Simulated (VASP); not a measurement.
# KF (P6_3/mmc) in VASP: G0W0 quasiparticle levels with PBE

Aim: the G0W0 quasiparticle levels of KF with PBE.

All numbers are computed with VASP 6.6.1; they aren't measurements. Logs are shortened: lines on timing, memory, paths and dates and some standing lists are left out, and cuts for length are marked.

## (1) The cell of the first run

Symmetry: P6_3/mmc, No. 194, hexagonal system. Conventional cell: a = 3.660 Å, b = 3.660 Å, c = 6.479 Å, α = 90.00°, β = 90.00°, γ = 120.00°. K (site symmetry -3m) has 6 F at 2.66 Å and 2 K at 3.24 Å within 3.5 Å. Within 3.5 Å of F (site symmetry -6m2) lie 6 K at 2.66 Å.

## (2) G0W0 quasiparticle levels, PBE

File POSCAR:

```
KF
1.0
    3.6599347855      0.0000000000      0.0000000000
   -1.8299673927      3.1695965005      0.0000000000
    0.0000000000      0.0000000000      6.4788134942
K F
2 2
Direct
    0.0000000000      0.0000000000      0.0000000000
    0.0000000000      0.0000000000      0.5000000000
    0.3333333333      0.6666666667      0.2500000000
    0.6666666667      0.3333333333      0.7500000000
```

File INCAR.step1:

```
PREC = Accurate
ENCUT = 500
EDIFF = 1E-8
ISMEAR = 0
SIGMA = 0.01
LREAL = F
LASPH = T
NELM = 60
ALGO = Normal
LWAVE = T
LCHARG = F
GGA = PE
```

File INCAR.step2:

```
PREC = Accurate
ENCUT = 500
EDIFF = 1E-8
ISMEAR = 0
SIGMA = 0.01
LREAL = F
LASPH = T
NELM = 1
ALGO = Exact
LWAVE = T
LCHARG = F
GGA = PE
NBANDS = 138
LOPTICS = T
ISTART = 1
```

File INCAR.step3:

```
PREC = Accurate
ENCUT = 500
EDIFF = 1E-8
ISMEAR = 0
SIGMA = 0.01
LREAL = F
LASPH = T
ALGO = EVGW0
LWAVE = F
LCHARG = F
GGA = PE
NELMGW = 1
NBANDS = 138
ENCUTGW = 80.0
NOMEGA = 96
PRECFOCK = Fast
ISTART = 1
NBANDSGW = 24
OMEGAMAX = 20
```

File KPOINTS:

```
regular mesh
0
Gamma
  6 6 4
```

Potentials or basis: VASP PAW PBE potentials, release 64 (K_sv_GW, F_GW).

On the command line:

```sh
$ cat potpaw_PBE.64/K_sv_GW/POTCAR potpaw_PBE.64/F_GW/POTCAR > POTCAR
$ cp INCAR.step1 INCAR
$ mpirun -np 1 vasp_std > vasp.out
$ cp INCAR.step2 INCAR
$ mpirun -np 1 vasp_std > vasp.out
$ cp INCAR.step3 INCAR
$ mpirun -np 1 vasp_std > vasp.out
```

OUTCAR:

```text
PREC = Accurate
   ENCUT = 500
   EDIFF = 1E-8
   ISMEAR = 0
   LREAL = F
   LASPH = T
   GGA = PE
   NELMGW = 1
   ENCUTGW = 80.0
   PRECFOCK = Fast
   ISTART = 1

 ion  position               nearest neighbor table
   1  0.000  0.000  0.000-   3 2.66   4 2.66   4 2.66   3 2.66   4 2.66   3 2.66   2 3.24   2 3.24

   2  0.000  0.000  0.500-   3 2.66   4 2.66   4 2.66   3 2.66   4 2.66   3 2.66   1 3.24   1 3.24

   3  0.333  0.667  0.250-   1 2.66   2 2.66   1 2.66   2 2.66   1 2.66   2 2.66
   4  0.667  0.333  0.750-   1 2.66   2 2.66   1 2.66   2 2.66   1 2.66   2 2.66

  LATTYP: Found a hexagonal cell.
 ALAT       =     3.6599347855
 C/A-ratio  =     1.7701991631

  Lattice vectors:

 A1 = (   3.6599347855,   0.0000000000,   0.0000000000)
 A2 = (  -1.8299673927,   3.1695965005,   0.0000000000)
 A3 = (   0.0000000000,   0.0000000000,   6.4788134942)

Analysis of symmetry for initial positions (statically):
=====================================================================
 Subroutine PRICEL returns:
 Original cell was already a primitive cell.

 Routine SETGRP: Setting up the symmetry group for a
 hexagonal supercell.

 Subroutine GETGRP returns: Found 24 space group operations
 (whereof 12 operations were pure point group operations)
 out of a pool of 24 trial point group operations.

The static configuration has the point symmetry D_3d.
 The point group associated with its full space group is D_6h.

Analysis of symmetry for dynamics (positions and initial velocities):
=====================================================================
 Subroutine PRICEL returns:
 Original cell was already a primitive cell.

 Routine SETGRP: Setting up the symmetry group for a
 hexagonal supercell.

 Subroutine GETGRP returns: Found 24 space group operations
 (whereof 12 operations were pure point group operations)
 out of a pool of 24 trial point group operations.

The dynamic configuration has the point symmetry D_3d.
 The point group associated with its full space group is D_6h.

 Subroutine INISYM returns: Found 24 space group operations
 (whereof 12 operations are pure point group operations),
 and found     1 'primitive' translations

----------------------------------------------------------------------------------------

                                     Primitive cell

  volume of cell :      75.1576

  direct lattice vectors                    reciprocal lattice vectors
     3.659934785  0.000000000  0.000000000     0.273228912  0.157748786  0.000000000
    -1.829967393  3.169596500  0.000000000     0.000000000  0.315497572  0.000000000
     0.000000000  0.000000000  6.478813494     0.000000000  0.000000000  0.154349249

  length of vectors
     3.659934785  3.659934786  6.478813494     0.315497572  0.315497572  0.154349249

  position of ions in fractional coordinates (direct lattice)
     0.000000000  0.000000000  0.000000000
     0.000000000  0.000000000  0.500000000
     0.333333333  0.666666667  0.250000000
     0.666666667  0.333333333  0.750000000

  ion indices of the primitive-cell ions
   primitive index   ion index
                 1           1
                 2           2
                 3           3
                 4           4

----------------------------------------------------------------------------------------

 KPOINTS: regular mesh

Automatic generation of k-mesh.
 Grid dimensions read from file:
 generate k-points for:    6    6    4

 Generating k-lattice:

  Cartesian coordinates                     Fractional coordinates (reciprocal lattice)
     0.045538152  0.026291464  0.000000000     0.166666667  0.000000000  0.000000000
     0.000000000  0.052582929  0.000000000     0.000000000  0.166666667  0.000000000
     0.000000000  0.000000000  0.038587312     0.000000000  0.000000000  0.250000000

  Length of vectors
     0.052582929  0.052582929  0.038587312

  Shift w.r.t. Gamma in fractional coordinates (k-lattice)
     0.000000000  0.000000000  0.000000000

 Subroutine IBZKPT returns following result:
 ===========================================

 Found     21 irreducible k-points:

 Following reciprocal coordinates:
            Coordinates               Weight
  0.000000  0.000000  0.000000      1.000000
  0.166667  0.000000  0.000000      6.000000
  0.333333  0.000000  0.000000      6.000000
  0.500000  0.000000  0.000000      3.000000
  0.166667  0.166667  0.000000      6.000000
  0.333333  0.166667  0.000000     12.000000
[... 13 lines left out ...]
  0.333333  0.166667  0.500000     12.000000
  0.333333  0.333333  0.500000      2.000000
   k-points           NKPTS =     21   k-points in BZ     NKDIM =    144   number of bands    NBANDS=    138
   number of dos      NEDOS =    301   number of ions     NIONS =      4
   total plane-waves  NPLWV =  37632
   dimension x,y,z NGX =    28 NGY =   28 NGZ =   48
   dimension x,y,z NGXF=    56 NGYF=   56 NGZF=   96
   ions per type =               2   2
   NGX,Y,Z   is equivalent  to a cutoff of  12.72, 12.72, 12.32 a.u.
   NGXF,Y,Z  is equivalent  to a cutoff of  25.44, 25.44, 24.63 a.u.
 SYSTEM =  unknown system
   PREC   = accura    normal or accurate (medium, high low for compatibility)
   ISTART =      1    job   : 0-new  1-cont  2-samecut
   ICHARG =      0    charge: 1-file 2-atom 10-const
   ISPIN  =      1    spin polarized calculation?
   LNONCOLLINEAR =      F non collinear calculations
   LSORBIT =      F    spin-orbit coupling
   LASPH  =      T    aspherical Exc in radial PAW
   ENCUT  =  500.0 eV  36.75 Ry    6.06 a.u.   6.67  6.67 11.81*2*pi/ulx,y,z
   NELM   =     60;   NELMIN=  2; NELMDL=  0     # of ELM steps
   EDIFF  = 0.1E-07   stopping-criterion for ELM
   LREAL  =      F    real-space projection
   EDIFFG = 0.1E-06   stopping-criterion for IOM
   NSW    =      0    number of steps for IOM
   IBRION =     -1    ionic relax: 0-MD 1-quasi-New 2-CG
   NFREE  =      0    steps in history (QN), initial steepest desc. (CG)
   ISIF   =      0    stress and relaxation
   ISYM   =      3    0-nonsym 1-usesym 2-fastsym
   POTIM  = 0.5000    time-step for ionic-motion
   TEBEG  =    0.0;   TEEND  =   0.0 temperature during run
   PSTRESS=    0.0 pullay stress
   NELECT =      32.0000    total number of electrons
   NUPDOWN=      -1.0000    fix difference up-down
   EMIN   =  10.00;   EMAX   =-10.00  energy-range for DOS
   EFERMI =   0.00;   METHOD = LEGACY
   ISMEAR =     0;   SIGMA  =   0.01  broadening in eV -4-tet -1-fermi 0-gaus
   EFERMI_NEDOS =   21; number of points for ismear=-14 and -15
   IALGO  =     38    algorithm
   IMIX   =      4    mixing-type and parameters
     AMIX     =   0.40;   BMIX     =  1.00
     AMIX_MAG =   1.60;   BMIX_MAG =  1.00
  volume/ion in A,a.u.               =      18.79       126.80
  Fermi-wavevector in a.u.,A,eV,Ry     =   1.231593  2.327373 20.637608  1.516821
  Thomas-Fermi vector in A             =   2.366396
   LORBIT       =      0    0 simple, 1 ext, 2 COOP (PROOUT), +10 PAW based schemes
   GGA     = PE    functional components
   LHFCALC =     T    Hartree Fock is set to
   PRECFOCK=fast      Normal, Fast or Accurate (Low or Medium for compatibility)
   ENCUT4O =  -1.0   cutoff for four orbital integrals eV
   NKREDX  =     1    reduce k-point grid by
   NKREDY  =     1    reduce k-point grid by
   NKREDZ  =     1    reduce k-point grid by
   AEXX    =    1.0000 exact exchange contribution
   HFSCREEN=    0.0000 screening length (either q_TF or 0.3 A-1)
   HFSCREENC=   0.0000 screening length for correlation (either q_TF or 0.3 A-1)
   ENCUTFOCK=  -1.0 apply spherical cutoff to Coloumb kernel
   IVDW    =     0    specifies the selected vdW correction
   LEPSILON=     F    determine dielectric tensor
   LRPA    =     F    only Hartree local field effects (RPA)
   LRPAFORCE           =     F    calculate RPA forces
   ENCUTGW             =  80.0    cutoff for response function in eV
   ENCUTGWSOFT         =  64.0    soft cutoff for Coulomb kernel in GW response function in eV
   ENCUTLF             =  -1.0    cutoff for local field effects
   NELMGW              =     1    number of iterations in solving QP/BSE equation
   NELMHF              =     1    number of iterations in the inner HF iteration
   NKREDLFX            =     1    NKREDLFY  =   1   NKREDLFZ  =   1
 non-spin polarized calculation
 Gauss-broadening in eV      SIGMA  =   0.01
  energy-cutoff  :      500.00
  volume of cell :       75.16
 maximum number of plane-waves:      1943
 NGX is ok and might be reduce to    28
  NGX = 16; NGY = 16; NGZ = 28
   NGX = 13   NGY = 13   NGZ = 23
 maximum number of plane-waves:       135
 NGX is ok and might be reduce to    14

 QP shifts <psi_nk| G(iteration)W_0 |psi_nk>: iteration 1
 for sc-GW calculations column KS-energies equals QP-energies in previous step
 and V_xc(KS)=  KS-energies - (<T + V_ion + V_H > + <T+V_H+V_ion>^1  + <V_x>^1)

 k-point   1 :       0.0000    0.0000    0.0000
  band No.  KS-energies  QP-energies   sigma(KS)   V_xc(KS)     V^pw_x(r,r')   Z            occupation Imag(sigma)

      1     -26.6090     -28.9405     -22.0373     -18.3997     -30.6880       0.6410       2.0000       0.3910
      2     -26.4657     -28.8412     -22.1801     -18.5290     -30.7610       0.6506       2.0000       0.3678
      3     -19.1194     -23.2699     -28.5640     -22.7898     -36.8097       0.7188       2.0000       0.5622
      4     -19.0040     -23.1197     -28.7720     -22.9976     -37.0117       0.7128       2.0000       0.5400
      5     -10.2818     -13.6468     -21.6671     -17.6691     -24.6544       0.8417       2.0000       0.0544
      6      -9.8446     -13.1447     -21.9182     -18.0096     -24.8655       0.8443       2.0000       0.0567
[... 16 lines left out ...]
     23      11.0443      14.0055      -8.3379     -11.7102      -5.3151       0.8781       0.0000      -0.0354
     24      11.0443      14.0055      -8.3379     -11.7102      -5.3151       0.8781       0.0000      -0.0354

 k-point   2 :       0.1667    0.0000    0.0000
  band No.  KS-energies  QP-energies   sigma(KS)   V_xc(KS)     V^pw_x(r,r')   Z            occupation Imag(sigma)

      1     -26.5865     -28.9247     -22.0624     -18.4232     -30.7014       0.6425       2.0000       0.3872
      2     -26.4502     -28.8327     -22.1993     -18.5474     -30.7756       0.6524       2.0000       0.3694
      3     -19.0982     -23.2433     -28.6181     -22.8391     -36.8654       0.7173       2.0000       0.5583
      4     -19.0202     -23.1418     -28.7448     -22.9688     -36.9853       0.7136       2.0000       0.5430
      5     -10.3291     -13.7040     -21.5822     -17.5760     -24.5844       0.8424       2.0000       0.0634
      6      -9.9284     -13.2400     -21.8404     -17.9118     -24.7886       0.8429       2.0000       0.0564
[... 16 lines left out ...]
     23      11.3251      14.0341      -8.8294     -11.9493      -5.7882       0.8683       0.0000      -0.0394
     24      11.5364      14.6018      -8.5234     -12.0400      -5.4589       0.8717       0.0000      -0.0379

 k-point   3 :       0.3333    0.0000    0.0000
  band No.  KS-energies  QP-energies   sigma(KS)   V_xc(KS)     V^pw_x(r,r')   Z            occupation Imag(sigma)

      1     -26.5409     -28.8920     -22.1130     -18.4712     -30.7287       0.6456       2.0000       0.3799
      2     -26.4189     -28.8099     -22.2381     -18.5847     -30.8053       0.6545       2.0000       0.3722
      3     -19.0737     -23.2049     -28.6630     -22.8819     -36.9083       0.7146       2.0000       0.5535
      4     -19.0346     -23.1676     -28.7551     -22.9680     -37.0025       0.7142       2.0000       0.5466
      5     -10.4353     -13.8317     -21.3847     -17.3592     -24.4172       0.8437       2.0000       0.0841
      6     -10.1432     -13.4874     -21.5378     -17.5625     -24.5254       0.8412       2.0000       0.0737
[... 470 lines left out ...]
      1     -26.4611     -28.8392     -22.1977     -18.5486     -30.7806       0.6517       2.0000       0.3751
      2     -26.4611     -28.8392     -22.1977     -18.5486     -30.7806       0.6517       2.0000       0.3751
      3     -19.0528     -23.1894     -28.7242     -22.9375     -36.9726       0.7148       2.0000       0.5501
      4     -19.0528     -23.1894     -28.7242     -22.9375     -36.9726       0.7148       2.0000       0.5501
      5     -10.2016     -13.5585     -21.5004     -17.5124     -24.4944       0.8418       2.0000       0.0754
      6     -10.2016     -13.5585     -21.5004     -17.5124     -24.4944       0.8418       2.0000       0.0754
[... 16 lines left out ...]
     23      11.8944      14.9628      -9.3069     -12.8442      -6.2441       0.8674       0.0000      -0.0433
     24      11.8944      14.9628      -9.3069     -12.8442      -6.2441       0.8674       0.0000      -0.0433

 k-point  21 :       0.3333    0.3333    0.5000
  band No.  KS-energies  QP-energies   sigma(KS)   V_xc(KS)     V^pw_x(r,r')   Z            occupation Imag(sigma)

      1     -26.4514     -28.8325     -22.2090     -18.5595     -30.7879       0.6525       2.0000       0.3747
      2     -26.4514     -28.8325     -22.2090     -18.5595     -30.7879       0.6525       2.0000       0.3747
      3     -19.0516     -23.1928     -28.7317     -22.9433     -36.9808       0.7154       2.0000       0.5500
      4     -19.0516     -23.1928     -28.7317     -22.9433     -36.9808       0.7154       2.0000       0.5500
      5     -10.2066     -13.5622     -21.4650     -17.4776     -24.4769       0.8416       2.0000       0.0844
      6     -10.2066     -13.5622     -21.4650     -17.4776     -24.4769       0.8416       2.0000       0.0844
[... 16 lines left out ...]
     23      11.5114      14.3314      -9.1000     -12.3703      -5.9902       0.8623       0.0000      -0.0416
     24      11.5114      14.3314      -9.1000     -12.3703      -5.9902       0.8623       0.0000      -0.0416
```

It took 25 min on 1 thread of AMD EPYC 9R45 (Zen 5), shared host; peak memory 1.8 GiB.

Results:

```yaml
Quasiparticle_gap: 9.61 eV
Least_direct_quasiparticle_gap: 9.61 eV
Band_gap_of_the_starting_levels_on_the_mesh: 6.21 eV
Least_direct_gap_of_the_starting_levels_on_the_mesh: 6.21 eV
```

Caveat: bands, screening cutoff and mesh are small and nothing is extrapolated, so the quasiparticle values aren't converged.
